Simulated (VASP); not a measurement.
# PbF2 (Aea2) in VASP: a series of runs, part 2 of 2

VASP 6.6.1. Earlier steps stand in the parts before.

## 3. Single point, r2SCAN

POSCAR

```
PbF2
1.0
    6.0240560000      0.0000000000      0.0000000000
    0.0000000000      3.0020500000      3.0112850000
    0.0000000000     -3.0020500000      3.0112850000
Pb F
2 4
Direct
    0.5000000000      0.9774790000      0.9774790000
    0.0000000000      0.4774790000      0.4774790000
    0.7647730000      0.9736080000      0.4586660000
    0.2352270000      0.4586660000      0.9736080000
    0.7352270000      0.4736080000      0.9586660000
    0.2647730000      0.9586660000      0.4736080000
```

INCAR.step1

```
SYSTEM = PbF2
PREC = Accurate
ENCUT = 520
ISMEAR = 0
SIGMA = 0.01
LREAL = .False.
LASPH = .True.
NELM = 60
NBANDS = 37
GGA = PE
ALGO = Normal
EDIFF = 1E-4
LWAVE = .True.
LCHARG = .False.
```

INCAR.step2

```
SYSTEM = PbF2
PREC = Accurate
ENCUT = 520
EDIFF = 1E-6
ISMEAR = 0
SIGMA = 0.01
LREAL = .False.
LASPH = .True.
NELM = 60
ALGO = Normal
ISIF = 2
LWAVE = .False.
LCHARG = .True.
METAGGA = R2SCAN
LMIXTAU = .True.
LELF = .True.
LVHAR = .True.
NBANDS = 37
ISTART = 1
```

KPOINTS

```
regular mesh
0
Gamma
  2 3 3
  0 0 0
```

Potentials or basis: VASP PAW PBE potentials, release 64 (Pb_d, F).

The run is started by

```sh
$ cat potpaw_PBE.64/Pb_d/POTCAR potpaw_PBE.64/F/POTCAR > POTCAR
$ cp INCAR.step1 INCAR
$ mpirun -np 1 vasp_std > vasp.out
$ cp INCAR.step2 INCAR
$ mpirun -np 1 vasp_std > vasp.out
```

OUTCAR:

```text
SYSTEM = PbF2
   PREC = Accurate
   ENCUT = 520
   EDIFF = 1E-6
   ISMEAR = 0
   LREAL = .False.
   LASPH = .True.
   NELM = 60
   ISIF = 2
   METAGGA = R2SCAN
   ISTART = 1

 ion  position               nearest neighbor table
   1  0.500  0.977  0.977-   5 2.54   6 2.54   6 2.57   5 2.57   3 2.59   4 2.59   4 2.72   3 2.72

   2  0.000  0.477  0.477-   3 2.54   4 2.54   4 2.57   3 2.57   5 2.59   6 2.59   5 2.72   6 2.72

   3  0.765  0.974  0.459-   2 2.54   2 2.57   1 2.59   1 2.72
   4  0.235  0.459  0.974-   2 2.54   2 2.57   1 2.59   1 2.72
   5  0.735  0.474  0.959-   1 2.54   1 2.57   2 2.59   2 2.72
   6  0.265  0.959  0.474-   1 2.54   1 2.57   2 2.59   2 2.72

  LATTYP: Found a base centered orthorhombic cell.
 ALAT       =     6.0041000000
 B/A-ratio  =     1.0030762312
 C/A-ratio  =     1.0033237288

  Lattice vectors:

 A1 = (   0.0000000000,   3.0020500000,  -3.0112850000)
 A2 = (   0.0000000000,   3.0020500000,   3.0112850000)
 A3 = (   6.0240560000,   0.0000000000,   0.0000000000)
[... 166 lines left out ...]

  energy without entropy =     -140.25727921  energy(sigma->0) =     -140.25727921

 E-fermi :   1.1059     XC(G=0):  -9.7681

 val. band max:        0.9602096953   @ k =   0.0000  -0.3333   0.3333
 cond. band min:       5.9056830967   @ k =   0.0000   0.0000   0.0000
 fundamental gap:      4.9454734014
 Fermi energy:         1.1058820990

 k-point     1 :       0.0000    0.0000    0.0000
  band No.  band energies     occupation
      1     -21.0704      2.00000
      2     -20.8448      2.00000
      3     -20.7461      2.00000
      4     -20.5606      2.00000
      5     -13.8502      2.00000
      6     -13.8495      2.00000
[... 309 lines left out ...]
     36      12.0779      0.00000
     37      15.5323      0.00000

------------------------ aborting loop because EDIFF is reached ----------------------------------------

  FORCE on cell =-STRESS in cart. coord.  units (eV):
  Direction    XX          YY          ZZ          XY          YZ          ZX
  --------------------------------------------------------------------------------------
  -------------------------------------------------------------------------------------
  Total       -2.1626816     -2.0689256     -2.1382515      0.0000000      0.0000000      0.0000000
  in kB      -31.8137153    -30.4345356    -31.4543403      0.0000000      0.0000000      0.0000000
  external PRESSURE =     -31.2341971 kB  Pullay stress =       0.0000000 kB

 VOLUME and BASIS-vectors are now :
 -----------------------------------------------------------------------------
  energy-cutoff  :      520.00
  volume of cell :      108.92
      direct lattice vectors                 reciprocal lattice vectors
     6.024056000  0.000000000  0.000000000     0.166001113  0.000000000  0.000000000
     0.000000000  3.002050000  3.011285000     0.000000000  0.166552856  0.166042072
     0.000000000 -3.002050000  3.011285000     0.000000000 -0.166552856  0.166042072

 POSITION                                       TOTAL-FORCE (eV/Angst)
 -----------------------------------------------------------------------------------
      3.01203      0.00000      5.88694         0.000000      0.000000     -0.033823
      0.00000      0.00000      2.87565         0.000000      0.000000     -0.033823
      4.60704      1.54588      4.31299        -0.050500     -0.040596      0.016912
      1.41702     -1.54588      4.31299         0.050500      0.040596      0.016912
      4.42905     -1.45617      4.31299         0.050500     -0.040596      0.016912
      1.59501      1.45617      4.31299        -0.050500      0.040596      0.016912
 -----------------------------------------------------------------------------------
    total drift:                                0.000000     -0.000001      0.003234

  FREE ENERGIE OF THE ION-ELECTRON SYSTEM (eV)
  ---------------------------------------------------
  free  energy   TOTEN  =      -140.2572792085 eV

  energy  without entropy=     -140.2572792085  energy(sigma->0) =     -140.25727921
```

OSZICAR.step1:

```text
N       E                     dE             d eps       ncg     rms          rms(c)
DAV:   1     0.756362607426E+03    0.75636E+03   -0.28322E+04   592   0.174E+03
DAV:   2     0.772420848511E+02   -0.67912E+03   -0.64574E+03   633   0.495E+02
DAV:   3    -0.279202796584E+02   -0.10516E+03   -0.10272E+03   712   0.216E+02
DAV:   4    -0.325804585220E+02   -0.46602E+01   -0.46485E+01   679   0.494E+01
DAV:   5    -0.327292413671E+02   -0.14878E+00   -0.14876E+00   747   0.897E+00    0.114E+01
DAV:   6    -0.286987632428E+02    0.40305E+01   -0.13837E+01   853   0.263E+01    0.387E+00
DAV:   7    -0.286977616503E+02    0.10016E-02   -0.10654E+00   649   0.491E+00    0.233E+00
DAV:   8    -0.286873940032E+02    0.10368E-01   -0.24525E-01   632   0.408E+00    0.774E-01
DAV:   9    -0.286803794629E+02    0.70145E-02   -0.39984E-02   812   0.131E+00    0.146E-01
DAV:  10    -0.286828569000E+02   -0.24774E-02   -0.32804E-03   684   0.523E-01    0.399E-02
DAV:  11    -0.286828811860E+02   -0.24286E-04   -0.19310E-04   549   0.105E-01
   1 F= -.28682881E+02 E0= -.28682881E+02  d E =-.233259E-79
```

Run time: 66 s. Hardware: 1 thread of AMD EPYC 9R45 (Zen 5), shared host; peak memory 0.2 GiB.

Results:

* Free energy: -140.2573 eV
* Pressure: -3.1 GPa
* Largest force: 0.067 eV/Å
* Band gap on the k mesh: 4.95 eV

Forces in eV/Å, atoms in the order of the input:
```
Pb   0.000  0.000 -0.034
Pb   0.000  0.000 -0.034
F   -0.051 -0.041  0.017
F    0.051  0.041  0.017
F    0.051 -0.041  0.017
F   -0.051  0.041  0.017
```

Caveat: the k points lie up to 0.52 Å⁻¹ apart; the PAW data sets were made with another functional, which shifts forces and pressure a little; spin-orbit coupling is left out, which moves the levels of the heavy elements. r2SCAN opens gaps a little over a GGA but as a rule still falls short of measured ones.

## 4. Single point, r2SCAN

POSCAR is that of step 3.

INCAR.step1 is that of step 3.

Changes to INCAR.step2 since step 3:

```diff
@@ -12,7 +12,5 @@
 LWAVE = .False.
-LCHARG = .True.
+LCHARG = .False.
 METAGGA = R2SCAN
 LMIXTAU = .True.
-LELF = .True.
-LVHAR = .True.
 NBANDS = 37
```

KPOINTS

```
regular mesh
0
Gamma
  3 3 3
  0 0 0
```

The run is started by

```sh
$ cat potpaw_PBE.64/Pb_d/POTCAR potpaw_PBE.64/F/POTCAR > POTCAR
$ cp INCAR.step1 INCAR
$ mpirun -np 1 vasp_std > vasp.out
$ cp INCAR.step2 INCAR
$ mpirun -np 1 vasp_std > vasp.out
```

It took 64 s on 1 thread of AMD EPYC 9R45 (Zen 5), shared host; peak memory 0.2 GiB.

The run converged. Its results:

| Item | Value |
| --- | --- |
| Free energy | -140.2582 eV |
| Pressure | -3.1 GPa |
| Largest force | 0.067 eV/Å |
| Band gap on the k mesh | 4.95 eV |

Forces on the atoms (eV/Å):
```
Pb   0.000  0.000 -0.034
Pb   0.000  0.000 -0.034
F   -0.051 -0.041  0.017
F    0.051  0.041  0.017
F    0.051 -0.041  0.017
F   -0.051  0.041  0.017
```

Stress tensor (GPa, compression positive):
```
-3.20  0.00  0.00
 0.00 -3.05  0.00
 0.00  0.00 -3.15
```

Levels at points of the mesh, in eV from the valence-band top:
| k point | band 24 | band 25 | band 26 | band 27 | band 28 | band 29 | band 30 | band 31 | band 32 | band 33 |
| --- | --- | --- | --- | --- | --- | --- | --- | --- | --- | --- |
| (0.00, 0.00, 0.00) | -1.84 | -1.52 | -1.49 | -1.44 | -0.13 | 4.95 | 7.24 | 7.30 | 7.31 | 8.29 |

Caveat: the k points lie up to 0.49 Å⁻¹ apart; the PAW data sets were made with another functional, which shifts forces and pressure a little; spin-orbit coupling is left out, which moves the levels of the heavy elements. A k mesh can miss the band edges.

## 5. Single point, r2SCAN

POSCAR is that of step 4.

INCAR.step1

```
PREC = Accurate
ENCUT = 520
ISMEAR = 0
SIGMA = 0.01
LREAL = F
LASPH = T
NELM = 60
NBANDS = 37
GGA = PE
ALGO = Normal
EDIFF = 1E-4
LWAVE = T
LCHARG = F
```

INCAR.step2

```
PREC = Accurate
ENCUT = 520
EDIFF = 1E-6
ISMEAR = 0
SIGMA = 0.01
LREAL = F
LASPH = T
NELM = 60
ALGO = Normal
ISIF = 2
LWAVE = F
LCHARG = F
METAGGA = R2SCAN
LMIXTAU = T
NBANDS = 37
ISTART = 1
```

KPOINTS

```
Automatic mesh
0
Gamma
  3 4 4
```

The run is started by

```sh
$ cat potpaw_PBE.64/Pb_d/POTCAR potpaw_PBE.64/F/POTCAR > POTCAR
$ cp INCAR.step1 INCAR
$ mpirun -np 1 vasp_std > vasp.out
$ cp INCAR.step2 INCAR
$ mpirun -np 1 vasp_std > vasp.out
```

It took 1.7 min on 1 thread of AMD EPYC 9R45 (Zen 5), shared host; peak memory 0.21 GiB.

The run converged. Its results:

- Free energy: -140.2586 eV
- Pressure: -3.1 GPa
- Largest force: 0.068 eV/Å
- Band gap on the k mesh: 4.92 eV

Forces in eV/Å, atoms in the order of the input:
```
Pb   0.000  0.000 -0.034
Pb   0.000  0.000 -0.034
F   -0.051 -0.041  0.017
F    0.051  0.041  0.017
F    0.051 -0.041  0.017
F   -0.051  0.041  0.017
```

Stress tensor (GPa, compression positive):
```
-3.18  0.00  0.00
 0.00 -3.05  0.00
 0.00  0.00 -3.15
```

Levels at points of the mesh, in eV from the valence-band top:
```
           k point  band 25  band 26  band 27  band 28  band 29  band 30  band 31  band 32
(0.00, 0.00, 0.00)    -1.54    -1.52    -1.46    -0.15     4.92     7.22     7.28     7.28
(0.00, 0.50, 0.00)    -1.59    -1.59    -0.24    -0.24     5.85     5.85     7.17     7.17
(0.00, 0.50, 0.50)    -1.50    -1.49    -0.12    -0.11     4.93     4.93     8.15     8.24
```

Caveat: the PAW data sets were made with another functional, which shifts forces and pressure a little; spin-orbit coupling is left out, which moves the levels of the heavy elements. r2SCAN opens gaps a little over a GGA but as a rule still falls short of measured ones.

## 6. The runs side by side

| k mesh | gap on the mesh (eV) | pressure (GPa) | largest force (eV/Å) |
| --- | --- | --- | --- |
| 2 × 2 × 2 | 4.91 | -3.0 | 0.07 |
| 2 × 3 × 3 | 4.95 | -3.1 | 0.07 |
| 3 × 3 × 3 | 4.95 | -3.1 | 0.07 |
| 3 × 4 × 4 | 4.92 | -3.1 | 0.07 |

Alike in all rows: task single point; level r2SCAN; potentials or basis VASP PAW PBE potentials, release 64 (Pb_d, F); no spin polarisation; cell as given; cutoff (eV) 520; smearing gaussian 0.01 eV.

Caveats: some runs use coarse meshes; the PAW data sets were made with another functional, which shifts forces and pressure a little; spin-orbit coupling is left out, which moves the levels of the heavy elements.

Absolute energies hang on the potentials; compare differences alone.
